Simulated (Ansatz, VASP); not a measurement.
**Two plane-wave programs on Pt2Cl**

The input INCAR:

```
SYSTEM = Pt2Cl
ALGO = Normal ; EDIFF = 1E-6
EDIFFG = -0.01 ; ENCUT = 600
GGA = PE ; IBRION = 2
ISIF = 3 ; ISMEAR = 0
LASPH = .TRUE. ; LCHARG = .FALSE.
LREAL = .FALSE. ; LWAVE = .FALSE.
NELM = 80 ; NSW = 100
PREC = Accurate ; SIGMA = 0.1
```

Contents of KPOINTS:

```
k-points
0
G
  12 12 16
  0 0 0
```

The input POSCAR:

```
Pt2Cl
1.0
    4.6299381261      0.0000000000      0.0000000000
   -2.3149690630      4.0096440351      0.0000000000
    0.0000000000      0.0000000000      2.8013140073
Pt Cl
2 1
Direct
    0.3333333333      0.6666666667      0.5000000000
    0.6666666667      0.3333333333      0.5000000000
    0.0000000000      0.0000000000      0.0000000000
```

Input for Ansatz:

```yaml
crystal:
  lattice:
    - [4.6299381261, 0.0, 0.0]
    - [-2.314969063, 4.0096440351, 0.0]
    - [0.0, 0.0, 2.8013140073]
  atoms:
    - { symbol: Pt, position: [0.3333333333, 0.6666666667, 0.5] }
    - { symbol: Pt, position: [0.6666666667, 0.3333333333, 0.5] }
    - { symbol: Cl, position: [0.0, 0.0, 0.0] }
basis:
  ecutwfc: 420
kpoints:
  mp_grid: { grid: [12, 12, 16] }
hamiltonian:
  xc: pbe
scf:
  occupations: { method: gaussian, width: 0.1 }
output:
  forces: true
  stress: true
  eigenvalues: true
relax:
  adjacent_minimum: "off"
  f_tol: 0.01
  max_steps: 80
  cell: { stress_tol: 0.05 }
```

Alike in both runs: task relaxation of cell and atoms; functional PBE; k mesh 12 × 12 × 16; occupations gaussian, width 0.1 eV; no spin polarisation.

|  | VASP | Ansatz |
| --- | --- | --- |
| version | VASP 6.6.1 | Ansatz 0.2.0 |
| potentials or method | VASP PAW PBE potentials, release 64 (Pt, Cl), cutoff 600 eV | scalar-relativistic, plane waves, PAW |
| valence electrons in the cell | 27 | 43 |

VASP gave:

```
gap on the k mesh at the Fermi level, each at its own relaxed structure (eV) : none
relaxed volume (Å³/atom)                                                     : 17.31
relaxed cell length with the largest relative difference (Å)                 : 2.801
```

Problem. Which values does Ansatz return?

Solution. gap on the k mesh at the Fermi level, each at its own relaxed structure (eV): none; relaxed volume (Å³/atom): 17.34; relaxed cell length with the largest relative difference (Å): 2.804.

A gap of «none» marks a metal or a gap that the smearing closes. VASP's potentials hold 27 valence electrons a cell and Ansatz's 43, so a difference there can come from the potentials and not from the codes.

Spin-orbit coupling is off throughout.
